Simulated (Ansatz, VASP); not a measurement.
## CdSe: VASP beside Ansatz

```
CELL_PARAMETERS angstrom
4.30000 0.00000 0.00000
-2.15000 3.72391 0.00000
0.00000 0.00000 7.02000
ATOMIC_POSITIONS crystal
Cd 0.66667 0.33333 0.50000
Cd 0.33333 0.66667 0.00000
Se 0.66667 0.33333 0.88500
Se 0.33333 0.66667 0.38500
```

Alike in both runs: task single point; functional PBE; k mesh 7 × 7 × 4; occupations gaussian, width 0.021 eV; no spin polarisation.

```csv
,VASP,Ansatz
version,VASP 6.6.1,Ansatz 0.2.0
potentials or method,"VASP PAW PBE potentials, release 64 (Cd, Se)",Ansatz PAW
plane-wave cutoff (eV),520,420
valence electrons in the cell,36,72
```

```tsv
	VASP	Ansatz	Ansatz less VASP
gap on the k mesh at the Fermi level (eV)	0.70	0.70	0.000
least direct gap on the mesh (eV)	0.70	0.70	0.000
pressure (GPa)	3.3	3.0	-0.33
traceless stress, the component that is largest in VASP (GPa)	-1.40	-1.35	+0.053
rms of the force components (eV/Å)	0.168	0.163	-0.0055
```

Atom by atom the forces differ by 0.006 eV/Å (rms over components). VASP's potentials hold 36 valence electrons a cell and Ansatz's 72, so a difference there can come from the potentials and not from the codes.

Noted on Ansatz's run: odd divisions of the mesh miss points on the zone boundary, where band edges often lie, so the gap on the mesh can be too wide.
